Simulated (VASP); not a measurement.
# BeS (I-4m2) in VASP: single point with r2SCAN

Aim: the single point of BeS with r2SCAN.

Program: VASP 6.6.1. These are calculated values, not measurements. Logs are shortened: lines on timing, memory, paths and dates and some standing lists are left out, and cuts for length are marked.

### 1 The cell of the first run

It takes space group I-4m2 (No. 119, tetragonal). Conventional cell: a = 3.386 Å, b = 3.386 Å, c = 4.869 Å, α = 90.00°, β = 90.00°, γ = 90.00°. Be (site symmetry -4m2) has 4 S at 2.09 Å within 2.8 Å. S (site symmetry -4m2) has 4 Be at 2.09 Å within 2.8 Å.

### 2 Single point, r2SCAN (biaxial xy strain -1.6%)

Input file POSCAR:

```
BeS
1.0
    0.0000000000      2.3943836082      2.4343062304
    2.3943836082      0.0000000000      2.4343062304
    2.3943836082      2.3943836082      0.0000000000
Be S
1 1
Direct
    0.0000000000      0.0000000000      0.0000000000
    0.2500000000      0.2500000000      0.2500000000
```

Input file INCAR.step1:

```
SYSTEM = BeS
PREC = Accurate ; ENCUT = 520
ISMEAR = 0 ; SIGMA = 0.01
LREAL = .False. ; LASPH = .True.
NELM = 60 ; NBANDS = 11
GGA = PE ; ALGO = Normal
EDIFF = 1E-4 ; LWAVE = .True.
LCHARG = .False.
```

Input file INCAR.step2:

```
SYSTEM = BeS
PREC = Accurate ; ENCUT = 520
EDIFF = 1E-6 ; ISMEAR = 0
SIGMA = 0.01 ; LREAL = .False.
LASPH = .True. ; NELM = 60
ALGO = Normal ; ISIF = 2
LWAVE = .False. ; LCHARG = .False.
METAGGA = R2SCAN ; LMIXTAU = .True.
NBANDS = 11 ; ISTART = 1
```

Input file KPOINTS:

```
Automatic mesh
0
Gamma
  10 10 10
  0 0 0
```

Potentials or basis: VASP PAW PBE potentials, release 64 (Be, S).

Command:

```
> cat potpaw_PBE.64/Be/POTCAR potpaw_PBE.64/S/POTCAR > POTCAR
> cp INCAR.step1 INCAR
> mpirun -np 1 vasp_std > vasp.out
> cp INCAR.step2 INCAR
> mpirun -np 1 vasp_std > vasp.out
```

OUTCAR:

```text
SYSTEM = BeS
   PREC = Accurate
   ENCUT = 520
   EDIFF = 1E-6
   ISMEAR = 0
   LREAL = .False.
   LASPH = .True.
   NELM = 60
   ISIF = 2
   METAGGA = R2SCAN
   ISTART = 1

 ion  position               nearest neighbor table
   1  0.000  0.000  0.000-   2 2.09   2 2.09   2 2.09   2 2.09
   2  0.250  0.250  0.250-   1 2.09   1 2.09   1 2.09   1 2.09

  LATTYP: Found a body centered tetragonal cell.
 ALAT       =     3.3861697722
 C/A-ratio  =     1.4377933737

  Lattice vectors:

 A1 = (  -2.3943836082,   0.0000000000,   2.4343062304)
 A2 = (   2.3943836082,   0.0000000000,   2.4343062304)
 A3 = (   0.0000000000,   2.3943836082,  -2.4343062304)

Analysis of symmetry for initial positions (statically):
=====================================================================
 Subroutine PRICEL returns:
 Original cell was already a primitive cell.

 Routine SETGRP: Setting up the symmetry group for a
 body centered tetragonal supercell.

 Subroutine GETGRP returns: Found  8 space group operations
 (whereof  8 operations were pure point group operations)
 out of a pool of 16 trial point group operations.

The static configuration has the point symmetry D_2d.

Analysis of symmetry for dynamics (positions and initial velocities):
=====================================================================
 Subroutine PRICEL returns:
 Original cell was already a primitive cell.

 Routine SETGRP: Setting up the symmetry group for a
 body centered tetragonal supercell.

 Subroutine GETGRP returns: Found  8 space group operations
 (whereof  8 operations were pure point group operations)
 out of a pool of 16 trial point group operations.

The dynamic configuration has the point symmetry D_2d.

 Subroutine INISYM returns: Found  8 space group operations
 (whereof  8 operations are pure point group operations),
 and found     1 'primitive' translations

----------------------------------------------------------------------------------------

                                     Primitive cell

  volume of cell :      27.9121

  direct lattice vectors                    reciprocal lattice vectors
     0.000000000  2.394383608  2.434306230    -0.208822011  0.208822011  0.205397330
     2.394383608  0.000000000  2.434306230     0.208822011 -0.208822011  0.205397330
     2.394383608  2.394383608  0.000000000     0.208822011  0.208822011 -0.205397330

  length of vectors
     3.414516025  3.414516025  3.386169772     0.359723960  0.359723960  0.359723960

  position of ions in fractional coordinates (direct lattice)
     0.000000000  0.000000000  0.000000000
     0.250000000  0.250000000  0.250000000

  ion indices of the primitive-cell ions
   primitive index   ion index
                 1           1
                 2           2

----------------------------------------------------------------------------------------

 KPOINTS: Automatic mesh

Automatic generation of k-mesh.
 Grid dimensions read from file:
 generate k-points for:   10   10   10

 Generating k-lattice:

  Cartesian coordinates                     Fractional coordinates (reciprocal lattice)
    -0.020882201  0.020882201  0.020539733     0.100000000  0.000000000  0.000000000
     0.020882201 -0.020882201  0.020539733     0.000000000  0.100000000  0.000000000
     0.020882201  0.020882201 -0.020539733     0.000000000  0.000000000  0.100000000

  Length of vectors
     0.035972396  0.035972396  0.035972396

  Shift w.r.t. Gamma in fractional coordinates (k-lattice)
     0.000000000  0.000000000  0.000000000

 Subroutine IBZKPT returns following result:
 ===========================================

 Found    102 irreducible k-points:

 Following reciprocal coordinates:
            Coordinates               Weight
  0.000000  0.000000  0.000000      1.000000
  0.100000 -0.000000  0.000000      8.000000
  0.200000 -0.000000  0.000000      8.000000
  0.300000 -0.000000  0.000000      8.000000
  0.400000  0.000000  0.000000      8.000000
  0.500000  0.000000  0.000000      4.000000
[... 16 lines left out ...]
  0.300000  0.300000  0.000000      2.000000
  0.400000  0.300000  0.000000      8.000000
 [... further k-points ...]
   k-points           NKPTS =    102   k-points in BZ     NKDIM =    102   number of bands    NBANDS=     11
   number of dos      NEDOS =    301   number of ions     NIONS =      2
   total plane-waves  NPLWV =  21952
   dimension x,y,z NGX =    28 NGY =   28 NGZ =   28
   dimension x,y,z NGXF=    56 NGYF=   56 NGZF=   56
   ions per type =               1   1
   NGX,Y,Z   is equivalent  to a cutoff of  13.63, 13.63, 13.75 a.u.
   NGXF,Y,Z  is equivalent  to a cutoff of  27.27, 27.27, 27.49 a.u.
 SYSTEM =  BeS
   PREC   = accura    normal or accurate (medium, high low for compatibility)
   ISTART =      1    job   : 0-new  1-cont  2-samecut
   ICHARG =      0    charge: 1-file 2-atom 10-const
   ISPIN  =      1    spin polarized calculation?
   LNONCOLLINEAR =      F non collinear calculations
   LSORBIT =      F    spin-orbit coupling
   LASPH  =      T    aspherical Exc in radial PAW
   ENCUT  =  520.0 eV  38.22 Ry    6.18 a.u.   6.35  6.35  6.30*2*pi/ulx,y,z
   NELM   =     60;   NELMIN=  2; NELMDL=  0     # of ELM steps
   EDIFF  = 0.1E-05   stopping-criterion for ELM
   LREAL  =      F    real-space projection
   EDIFFG = 0.1E-04   stopping-criterion for IOM
   NSW    =      0    number of steps for IOM
   IBRION =     -1    ionic relax: 0-MD 1-quasi-New 2-CG
   NFREE  =      0    steps in history (QN), initial steepest desc. (CG)
   ISIF   =      2    stress and relaxation
   ISYM   =      2    0-nonsym 1-usesym 2-fastsym
   POTIM  = 0.5000    time-step for ionic-motion
   TEBEG  =    0.0;   TEEND  =   0.0 temperature during run
   PSTRESS=    0.0 pullay stress
   NELECT =       8.0000    total number of electrons
   NUPDOWN=      -1.0000    fix difference up-down
   EMIN   =  10.00;   EMAX   =-10.00  energy-range for DOS
   EFERMI =   0.00;   METHOD = LEGACY
   ISMEAR =     0;   SIGMA  =   0.01  broadening in eV -4-tet -1-fermi 0-gaus
   EFERMI_NEDOS =   21; number of points for ismear=-14 and -15
   IALGO  =     38    algorithm
   IMIX   =      4    mixing-type and parameters
     AMIX     =   0.40;   BMIX     =  1.00
     AMIX_MAG =   1.60;   BMIX_MAG =  1.00
  volume/ion in A,a.u.               =      13.96        94.18
  Fermi-wavevector in a.u.,A,eV,Ry     =   1.079379  2.039730 15.851588  1.165059
  Thomas-Fermi vector in A             =   2.215342
   LORBIT       =      0    0 simple, 1 ext, 2 COOP (PROOUT), +10 PAW based schemes
   METAGGA = R2SCAN    functional components
   LHFCALC =     F    Hartree Fock is set to
   AEXX    =    0.0000 exact exchange contribution
   IVDW    =     0    specifies the selected vdW correction
   LEPSILON=     F    determine dielectric tensor
   LRPA    =     F    only Hartree local field effects (RPA)
 non-spin polarized calculation
 Gauss-broadening in eV      SIGMA  =   0.01
  energy-cutoff  :      520.00
  volume of cell :       27.91
 maximum number of plane-waves:       763
 NGX is ok and might be reduce to    28
   NGX = 13   NGY = 13   NGZ = 13

 number of electron       8.0000000 magnetization

 Free energy of the ion-electron system (eV)
  ---------------------------------------------------
  ext. energy  EPLUGINS =         0.00000000
  ---------------------------------------------------
  free energy    TOTEN  =       -14.77337306 eV

  energy without entropy =      -14.77337306  energy(sigma->0) =      -14.77337306

 E-fermi :   4.3172     XC(G=0): -10.2777

 val. band max:        4.2278271966   @ k =   0.0000   0.0000   0.0000
 cond. band min:       7.6736277364   @ k =   0.5000   0.0000   0.5000
 fundamental gap:      3.4458005398
 Fermi energy:         4.3172207654

 k-point     1 :       0.0000    0.0000    0.0000
  band No.  band energies     occupation
      1     -10.2542      2.00000
      2       4.1309      2.00000
      3       4.2278      2.00000
      4       4.2278      2.00000
      5      10.4350      0.00000
      6      10.4350      0.00000
      7      10.4518      0.00000
      8      11.0794      0.00000
      9      17.4602      0.00000
     10      17.8526      0.00000
     11      20.2858      0.00000

 k-point     2 :       0.1000   -0.0000    0.0000
  band No.  band energies     occupation
      1     -10.1313      2.00000
      2       3.3477      2.00000
      3       4.0199      2.00000
      4       4.0954      2.00000
      5      10.4830      0.00000
      6      10.6934      0.00000
      7      10.7070      0.00000
      8      11.8911      0.00000
      9      16.9813      0.00000
     10      17.3136      0.00000
     11      20.1643      0.00000

 k-point     3 :       0.2000   -0.0000    0.0000
  band No.  band energies     occupation
      1      -9.7804      2.00000
      2       1.6335      2.00000
      3       3.6866      2.00000
      4       3.7927      2.00000
      5      10.4672      0.00000
      6      11.2025      0.00000
      7      11.2230      0.00000
      8      13.6135      0.00000
      9      16.5536      0.00000
     10      16.7527      0.00000
     11      19.7561      0.00000

 k-point     4 :       0.3000   -0.0000    0.0000
  band No.  band energies     occupation
      1      -9.2672      2.00000
      2      -0.0950      2.00000
      3       3.3451      2.00000
      4       3.4814      2.00000
      5      10.4187      0.00000
      6      11.4229      0.00000
      7      11.5126      0.00000
      8      15.2194      0.00000
      9      17.1490      0.00000
     10      17.1769      0.00000
     11      19.5496      0.00000

 k-point     5 :       0.4000    0.0000    0.0000
  band No.  band energies     occupation
      1      -8.7501      2.00000
      2      -1.4025      2.00000
      3       3.1075      2.00000
      4       3.2650      2.00000
      5      10.3703      0.00000
      6      11.3408      0.00000
      7      11.4690      0.00000
      8      16.1386      0.00000
      9      18.6340      0.00000
     10      18.7334      0.00000
     11      20.0532      0.00000
[... 211 lines left out ...]
 k-point    21 :      -0.3000    0.2000    0.0000
  band No.  band energies     occupation
      1      -8.5987      2.00000
      2      -0.7445      2.00000
      3       1.1954      2.00000
      4       3.1180      2.00000
      5      10.7783      0.00000
      6      12.5886      0.00000
      7      12.6699      0.00000
      8      14.8195      0.00000
      9      16.2241      0.00000
     10      19.2813      0.00000
     11      22.1354      0.00000

 k-point    22 :      -0.2000    0.2000    0.0000
  band No.  band energies     occupation
      1      -9.0837      2.00000
      2       0.2287      2.00000
      3       1.6835      2.00000
      4       3.5537      2.00000
      5      11.2350      0.00000
      6      11.9526      0.00000
      7      12.2226      0.00000
      8      13.7817      0.00000
      9      15.4694      0.00000
     10      19.9543      0.00000
     11      20.9901      0.00000

 k-point    23 :       0.3000    0.3000    0.0000
  band No.  band energies     occupation
      1      -8.9692      2.00000
      2       0.5449      2.00000
      3       2.1987      2.00000
      4       2.1987      2.00000
      5       8.8358      0.00000
      6      10.7181      0.00000
      7      14.7672      0.00000
      8      14.7672      0.00000
      9      17.5174      0.00000
     10      19.7395      0.00000
     11      22.9634      0.00000

 k-point    24 :       0.4000    0.3000    0.0000
  band No.  band energies     occupation
      1      -8.5693      2.00000
      2      -0.2262      2.00000
      3       1.6573      2.00000
      4       1.9697      2.00000
      5       8.8160      0.00000
      6      10.6267      0.00000
      7      15.2848      0.00000
      8      15.4145      0.00000
      9      19.1836      0.00000
     10      20.4583      0.00000
     11      22.3075      0.00000

 [... further k-points ...]

------------------------ aborting loop because EDIFF is reached ----------------------------------------

  FORCE on cell =-STRESS in cart. coord.  units (eV):
  Direction    XX          YY          ZZ          XY          YZ          ZX
  --------------------------------------------------------------------------------------
  -------------------------------------------------------------------------------------
  Total        0.7485917      0.7485917      0.4467191      0.0000000      0.0000000      0.0000000
  in kB       42.9697613     42.9697613     25.6420302      0.0000000      0.0000000      0.0000000
  external PRESSURE =      37.1938509 kB  Pullay stress =       0.0000000 kB

 VOLUME and BASIS-vectors are now :
 -----------------------------------------------------------------------------
  energy-cutoff  :      520.00
  volume of cell :       27.91
      direct lattice vectors                 reciprocal lattice vectors
     0.000000000  2.394383608  2.434306230    -0.208822011  0.208822011  0.205397330
     2.394383608  0.000000000  2.434306230     0.208822011 -0.208822011  0.205397330
     2.394383608  2.394383608  0.000000000     0.208822011  0.208822011 -0.205397330

 POSITION                                       TOTAL-FORCE (eV/Angst)
 -----------------------------------------------------------------------------------
      0.00000      0.00000      0.00000         0.000000      0.000000     -0.000000
      1.19719      1.19719      1.21715        -0.000000     -0.000000      0.000000
 -----------------------------------------------------------------------------------
    total drift:                                0.000000      0.000000      0.000000

  FREE ENERGIE OF THE ION-ELECTRON SYSTEM (eV)
  ---------------------------------------------------
  free  energy   TOTEN  =       -14.7733730558 eV

  energy  without entropy=      -14.7733730558  energy(sigma->0) =      -14.77337306
```

It took 84 s on 1 thread of Intel Xeon Platinum 8559C (Emerald Rapids), shared host; peak memory 0.17 GiB.

Results:

- Free energy: -14.7734 eV
- Pressure: 3.7 GPa
- Band gap on the k mesh: 3.45 eV, indirect (least direct gap 6.21 eV)

Levels at points of the mesh, in eV from the valence-band top:
```tsv
k point	band 1	band 2	band 3	band 4	band 5	band 6	band 7	band 8
(0.00, 0.00, 0.00)	-14.48	-0.10	0.00	0.00	6.21	6.21	6.22	6.85
(0.50, 0.00, 0.00)	-12.74	-6.14	-1.20	-1.04	6.12	7.04	7.18	12.14
(0.50, 0.50, 0.00)	-12.21	-5.42	-2.73	-2.73	3.58	5.44	14.01	14.01
(0.50, 0.00, 0.50)	-12.12	-5.30	-2.89	-2.86	3.45	5.28	13.92	14.06
```

Caveat: the cell differs from its parent crystal (biaxial xy strain -1.6%); the PAW data sets were made with another functional, which shifts forces and pressure a little.
